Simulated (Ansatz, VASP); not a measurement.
Ni: VASP beside Ansatz

```
CELL_PARAMETERS angstrom
3.88365 0.00000 0.00000
-1.94182 3.36334 0.00000
0.00000 0.00000 2.34877
ATOMIC_POSITIONS crystal
Ni 0.00000 0.00000 0.00000
Ni 0.33333 0.66667 0.50000
Ni 0.66667 0.33333 0.50000
```

Alike in both runs: functional LDA; k mesh 9 × 9 × 13; occupations fermi-dirac, width 0.05 eV; collinear spin.

Ansatz relaxed the structure, and its values are those at the end. VASP's run is a single point on that final structure, the one shown.

```csv
,VASP,Ansatz
version,VASP 6.6.1,Ansatz 0.2.0
potentials or method,"VASP PAW LDA potentials, release 64 (Ni), cutoff 520 eV","plane waves (420 eV) with PAW, scalar-relativistic"
valence electrons in the cell,30,54
```

```tsv
	VASP	Ansatz	Ansatz less VASP
pressure (GPa)	-0.3	0.0	+0.27
net moment per atom (μB)	0.55	0.58	+0.034
size of the moment on the site where the two differ most (μB)	0.55	0.62	+0.062
```

Ansatz warns that its potentials were made for another functional, while VASP's fit it. LDA's correlation is that of Perdew and Zunger in VASP and of Perdew and Wang (1992) in Ansatz. Site moments also hang on the region over which each program counts them. VASP's potentials hold 30 valence electrons a cell and Ansatz's 54, so a difference there can come from the potentials and not from the codes.
